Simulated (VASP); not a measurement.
## CoO: relaxation of cell and atoms with PBE+D4

The system is CoO.

```
CELL_PARAMETERS angstrom
2.85630 0.00000 0.00000
-1.42815 2.47363 0.00000
0.00000 0.00000 2.78761
ATOMIC_POSITIONS crystal
Co 0.00000 0.00000 0.00000
O 0.66667 0.33333 0.50000
```

- Program: VASP 6.6.1
- Task: relaxation of cell and atoms
- Functional: PBE
- Dispersion: D4
- Potentials or basis: VASP PAW PBE potentials, release 64 (Co, O)
- Cutoff: 600 eV
- k mesh: 11 × 11 × 10
- Occupations: fermi-dirac, width 0.05 eV
- Spin: collinear spin, ferromagnetic start
- Starting moments: [2.0, 0.0] μB
- Dipole correction: no
- Further INCAR settings: ALGO = Normal; EDIFF = 1e-06; IBRION = 2; EDIFFG = -0.01; NSW = 60; ISIF = 3

* Relaxed volume: 9.23 Å³/atom
* Relaxed cell: a = 2.804 Å, b = 2.804 Å, c = 2.711 Å, α = 90.00°, β = 90.00°, γ = 120.00°
* Space group after relaxing (to 0.05 Å): P-6m2 (No. 187)
* Energy gained by relaxing: 20.3 meV/atom
* Ionic steps: 6
* Pressure after relaxing: 0.0 GPa
* Band gap on the k mesh: zero (filled and empty bands overlap)
* Net moment: 3.00 μB per cell
* Site moments: Co +2.54; O +0.41 μB
* Valence electrons inside the program's atomic spheres: Co 7.88; O 4.98
* Dispersion energy per atom: -0.278 eV

Stress tensor (GPa, compression positive):
```
 0.02  0.00  0.00
 0.00  0.02  0.00
 0.00  0.00 -0.10
```

The path:
```csv
step,energy change (eV),largest force (eV/Å),pressure (GPa),volume (Å³)
1,0.0000,0.0000,-11.27,19.70
2,-0.0234,0.0000,8.28,17.78
3,-0.0403,0.0000,-0.95,18.54
4,-0.0405,0.0000,-0.08,18.46
5,-0.0405,0.0000,0.18,18.44
6,-0.0405,0.0000,-0.02,18.46
```

Final structure:
```
Co O
1.0
     2.80433    0.00000    0.00000
    -1.40217    2.42862    0.00000
     0.00000    0.00000    2.71069
Co O
1 1
Direct
  0.00000 0.00000 0.00000
  0.66667 0.33333 0.50000
```

Levels at points of the mesh, in eV from the Fermi level:
Spin up:
| k point | band 5 | band 6 | band 7 | band 8 | band 9 | band 10 | band 11 | band 12 |
| --- | --- | --- | --- | --- | --- | --- | --- | --- |
| (0.00, 0.00, 0.00) | -3.78 | -2.92 | -2.92 | -1.01 | -1.01 | 0.82 | 14.74 | 16.38 |
| (0.00, 0.00, 0.50) | -3.33 | -3.33 | -2.23 | -1.26 | -1.26 | 6.95 | 7.07 | 21.83 |
Spin down:
```
           k point  band 3  band 4  band 5  band 6  band 7  band 8  band 9  band 10
(0.00, 0.00, 0.00)   -3.76   -3.09   -2.74    0.24    0.24    0.83    0.83     1.43
(0.00, 0.00, 0.50)   -3.10   -3.10   -1.03   -1.03   -0.12    0.95    0.95     7.54
```

Wall time 5.3 min on 1 thread of Intel Xeon 6975P-C (shared host), peak memory 0.2 GiB.

Caveat: a cell with one magnetic atom can't hold antiferromagnetic order, which such compounds often take; semilocal functionals often make such compounds metallic where correlation or magnetic order opens a gap, which also shifts bond lengths; pairwise dispersion overbinds metals, which lowers pressure and volume. With open d or f shells a metallic result of PBE can be an artefact of self-interaction; +U or a hybrid may open a gap.
